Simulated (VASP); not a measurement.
A run of VASP 6.6.1:

INCAR

```
SYSTEM = LaC2
  ALGO = Normal
  BPARAM = 11.95
  CPARAM = 0.0093
  EDIFF = 1E-7
  EDIFFG = -0.002
  ENCUT = 520
  IBRION = 2
  ISIF = 4
  ISMEAR = 0
  IVDW_NL = 2
  LASPH = .True.
  LCHARG = .False.
  LMIXTAU = .True.
  LREAL = .False.
  LUSE_VDW = .True.
  LWAVE = .False.
  METAGGA = R2SCAN
  NELM = 80
  NSW = 80
  PREC = Accurate
  SIGMA = 0.1
```

Contents of KPOINTS:

```
k-points
0
Gamma
  16 16 16
  0 0 0
```

POSCAR

```
LaC2                                    
1.0
   -1.9067251454      1.9067251454      3.1800727211
    1.9067251454     -1.9067251454      3.1800727211
    1.9067251454      1.9067251454     -3.1800727211
  La              C             
     1     2
Direct
     0.0000000000000000    0.0000000000000000    0.0000000000000000
     0.4016944281794181    0.4016944281794181    0.0000000000000000
     0.5983055718205819    0.5983055718205819    0.0000000000000000
```

Potentials or basis: VASP PAW PBE potentials, release 64 (La, C).

Run with:

```console
$ cat potpaw_PBE.64/La/POTCAR potpaw_PBE.64/C/POTCAR > POTCAR
$ mpirun -np 1 vasp_std > vasp.out
```

Hardware: 1 thread of Intel(R) Xeon(R) Platinum 8375C CPU @ 2.90GHz (Ice Lake), with other jobs on the host.

Task: Estimate the wall time of this run.

Result: Wall time 70 min on 1 thread of Intel(R) Xeon(R) Platinum 8375C CPU @ 2.90GHz (Ice Lake), on a shared host, peak memory 0.57 GiB. Counts: scf iterations 136, k points 349, ion steps 9.
